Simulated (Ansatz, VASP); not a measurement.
## Sn: VASP beside Ansatz

The input INCAR:

```
ALGO = Normal
EDIFF = 1E-6
ENCUT = 520
GGA = PE
ISIF = 2
ISMEAR = -1
LASPH = True
LCHARG = False
LREAL = False
LWAVE = False
NBANDS = 21
NELM = 80
PREC = Accurate
SIGMA = 0.1
```

The input KPOINTS:

```
k-points
0
Gamma
  12 12 12
```

File POSCAR:

```
Sn
1.0
    0.0000000000      3.3289000152      3.3289000152
    3.3289000152      0.0000000000      3.3289000152
    3.3289000152      3.3289000152      0.0000000000
Sn
2
Direct
    0.5000000000      0.5000000000      0.5000000000
    0.7500000000      0.7500000000      0.7500000000
```

Input for Ansatz:

```yaml
crystal:
  lattice:
    - [0.0, 3.3289000152, 3.3289000152]
    - [3.3289000152, 0.0, 3.3289000152]
    - [3.3289000152, 3.3289000152, 0.0]
  atoms:
    - { symbol: Sn, position: [0.5, 0.5, 0.5] }
    - { symbol: Sn, position: [0.75, 0.75, 0.75] }
hamiltonian:
  xc: pbe
  pseudopotentials:
    kind: paw
    azcp:
      Sn: "pseudopotentials/Sn.paw.azcp"
basis:
  ecutwfc: 420
  fft_grid_basis: typed
kpoints:
  mp_grid: { grid: [12, 12, 12], shift: [0, 0, 0] }
magnetization:
  spin_polarized: false
scf:
  occupations: { method: fermi_dirac, width: 0.1 }
  lower_state_search: "off"
output:
  stress: true
  write_density: true
  write_potential: true
  elf: true
  volumetric_format: npy
```

Alike in both runs: task single point; functional PBE; k mesh 12 × 12 × 12; occupations fermi-dirac, width 0.1 eV; no spin polarisation.

|  | VASP | Ansatz |
| --- | --- | --- |
| version | VASP 6.6.1 | Ansatz 0.2.0 |
| potentials or method | VASP PAW PBE potentials, release 64 (Sn_d), cutoff 520 eV | plane waves (420 eV) with PAW, scalar-relativistic |
| valence electrons in the cell | 28 | 28 |

|  | VASP | Ansatz | Ansatz less VASP |
| --- | --- | --- | --- |
| pressure (GPa) | -0.1 | 0.0 | +0.04 |

The functional is the same, so the differences come from potentials, cutoffs and numerics.
